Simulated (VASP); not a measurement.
Runs of VASP 6.6.1 on Hf3Be. The structure is tetragonal, space group I4/mmm (No. 139). The conventional cell has a = 4.184 Å, b = 4.184 Å, c = 8.706 Å, α = 90.00°, β = 90.00°, γ = 90.00°. Within 3.9 Å of Hf (site symmetry 4/mmm) lie 4 Be at 2.96 Å and 8 Hf at 3.02 Å. Within 3.9 Å of Hf (site symmetry -4m2) lie 8 Hf at 2.96 to 3.02 Å and 4 Be at 3.02 Å. Be (site symmetry 4/mmm) has 12 Hf at 2.96 to 3.02 Å within 3.9 Å. 

```csv
level,potentials or basis,k mesh,smearing,gap on the mesh (eV),pressure (GPa)
r2SCAN,"VASP PAW PBE potentials, release 64 (Hf_pv, Be)",5 × 5 × 5,fermi-dirac 0.05 eV,none,-1.7
RPBE,"VASP PAW PBE potentials, release 64 (Hf_pv, Be)",5 × 5 × 5,fermi-dirac 0.05 eV,none,(a)
PBE,"VASP PAW PBE potentials, release 64 (Hf_pv, Be)",5 × 5 × 7,gaussian 0.1 eV,none,-0.2
revPBE,"VASP PAW PBE potentials, release 64 (Hf_pv, Be)",5 × 5 × 5,fermi-dirac 0.05 eV,none,1.6
LDA,"VASP PAW LDA potentials, release 64 (Hf_pv, Be)",5 × 5 × 5,fermi-dirac 0.05 eV,none,(b)
PBE,"VASP PAW PBE potentials, release 64 (Hf_pv, Be)",8 × 8 × 8,fermi-dirac 0.1 eV,none,-0.2
PBEsol,"VASP PAW PBE potentials, release 64 (Hf_pv, Be)",5 × 5 × 5,fermi-dirac 0.05 eV,none,-4.4
```

Alike in all rows: task single point; no spin polarisation; cell as given; cutoff (eV) 520.

Question: Fill in the values left out.

Answer: (a) 2.3; (b) -7.8.

Caveats: some runs use coarse meshes; spin-orbit coupling is left out, which moves the levels of the heavy elements; the PAW data sets were made with another functional, which shifts forces and pressure a little (some runs).

A k mesh can miss the band edges, and the runs leave out spin-orbit coupling on Hf.

A gap of «none» marks levels without a gap at the run's occupations.
